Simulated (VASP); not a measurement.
Write the native input for VASP 6.6.1 that does the following.

```
Task                   : single point
Functional             : PBE
Potentials or basis    : VASP PAW PBE potentials, release 64 (Mn_sv, S)
Cutoff                 : 680 eV
k mesh                 : 7 × 7 × 7
Occupations            : fermi-dirac, width 0.05 eV
Spin                   : collinear spin, ferromagnetic start
Starting moments       : [2.0, 0.0] μB
Fixed moment           : 2 μB
Dipole correction      : no
Further INCAR settings : ALGO = Normal; EDIFF = 1e-06; NBANDS = 22
```

The structure of MnS lies in POSCAR:

```
MnS
1.0
    0.0000000000      2.6045000000      2.6045000000
    2.6045000000      0.0000000000      2.6045000000
    2.6045000000      2.6045000000      0.0000000000
Mn S
1 1
Direct
    0.0000000000      0.0000000000      0.0000000000
    0.5000000000      0.5000000000      0.5000000000
```

These files were run (other wordings do the same):

INCAR

```
  PREC = Accurate
  ENCUT = 680
  EDIFF = 1E-6
  ISMEAR = -1
  SIGMA = 0.05
  LREAL = F
  LASPH = T
  NELM = 200
  ALGO = Normal
  ISIF = 2
  LWAVE = F
  LCHARG = F
  ISPIN = 2
  MAGMOM = 2 0
  LORBIT = 11
  NUPDOWN = 2.0
  LMAXMIX = 4
  GGA = PE
  NBANDS = 22
  GGA_COMPAT = F
```

KPOINTS

```
Automatic mesh
0
Gamma
  7 7 7
```

Potentials or basis: VASP PAW PBE potentials, release 64 (Mn_sv, S).

Run with:

```sh
$ cat potpaw_PBE.64/Mn_sv/POTCAR potpaw_PBE.64/S/POTCAR > POTCAR
$ mpirun -np 1 vasp_std > vasp.out
```

Results of the run:

* Pressure: -19.8 GPa
* Net moment: 2.00 μB per cell
* Site moments: Mn +1.94; S -0.05 μB
* Valence electrons inside the program's atomic spheres: Mn 12.84; S 3.63

Caveat: the cell stands under tension; the total moment is fixed, so each spin has its own Fermi level and the state may be an excited one; a cell with one magnetic atom can't hold antiferromagnetic order, which such compounds often take.

Run time: 30 s on 1 thread of AMD EPYC 9R45 96-Core Processor (Zen 5), with other jobs on the host, peak memory 0.18 GiB.
